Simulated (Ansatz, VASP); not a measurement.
**Two plane-wave programs on InSb**

Contents of POSCAR:

```
InSb
1.0
    0.0000000000      2.8922864682      3.4707437619
    2.8922864682      0.0000000000      3.4707437619
    2.8922864682      2.8922864682      0.0000000000
In Sb
1 1
Direct
    0.0000000000      0.0000000000      0.0000000000
    0.5000000000      0.5000000000      0.5000000000
```

File INCAR.step1:

```
PREC = Accurate
ENCUT = 520
ISMEAR = 0
SIGMA = 0.15
LREAL = F
LASPH = T
NELM = 80
NBANDS = 16
GGA = PE
ALGO = Normal
EDIFF = 1E-4
LWAVE = T
LCHARG = F
```

INCAR.step2

```
PREC = Accurate
ENCUT = 520
EDIFF = 1E-6
ISMEAR = 0
SIGMA = 0.15
LREAL = F
LASPH = T
NELM = 80
ALGO = Normal
ISIF = 2
LWAVE = F
LCHARG = T
METAGGA = R2SCAN
LMIXTAU = T
LELF = T
LVHAR = T
NBANDS = 16
ISTART = 1
```

File KPOINTS:

```
Automatic mesh
0
Gamma
  6 6 6
```

Input for Ansatz:

```yaml
crystal:
  lattice:
    - [0.0, 2.8922864682, 3.4707437619]
    - [2.8922864682, 0.0, 3.4707437619]
    - [2.8922864682, 2.8922864682, 0.0]
  atoms:
    - { symbol: In, position: [0.0, 0.0, 0.0] }
    - { symbol: Sb, position: [0.5, 0.5, 0.5] }
basis:
  ecutwfc: 500
kpoints:
  mp_grid: { grid: [6, 6, 6] }
hamiltonian:
  xc: r2scan
scf:
  occupations: { method: gaussian, width: 0.15 }
output:
  forces: true
  stress: true
  eigenvalues: true
```

Alike in both runs: task single point; functional r2SCAN; k mesh 6 × 6 × 6; occupations gaussian, width 0.15 eV; no spin polarisation.

|  | VASP | Ansatz |
| --- | --- | --- |
| version | VASP 6.6.1 | Ansatz 0.2.0 |
| potentials or method | VASP PAW PBE potentials, release 64 (In_d, Sb), cutoff 520 eV | scalar-relativistic, plane waves, PAW |
| valence electrons in the cell | 18 | 28 |

|  | VASP | Ansatz | Ansatz less VASP |
| --- | --- | --- | --- |
| gap on the k mesh at the Fermi level (eV) | none | none | - |
| pressure (GPa) | 1.5 | 1.5 | -0.04 |
| traceless stress, the component that is largest in VASP (GPa) | -6.40 | -6.35 | +0.047 |

VASP's potentials were made for PBE, not for r2SCAN. A gap of «none» marks a metal or a gap that the smearing closes. VASP's potentials hold 18 valence electrons a cell and Ansatz's 28, so a difference there can come from the potentials and not from the codes.

Spin-orbit coupling is off throughout.
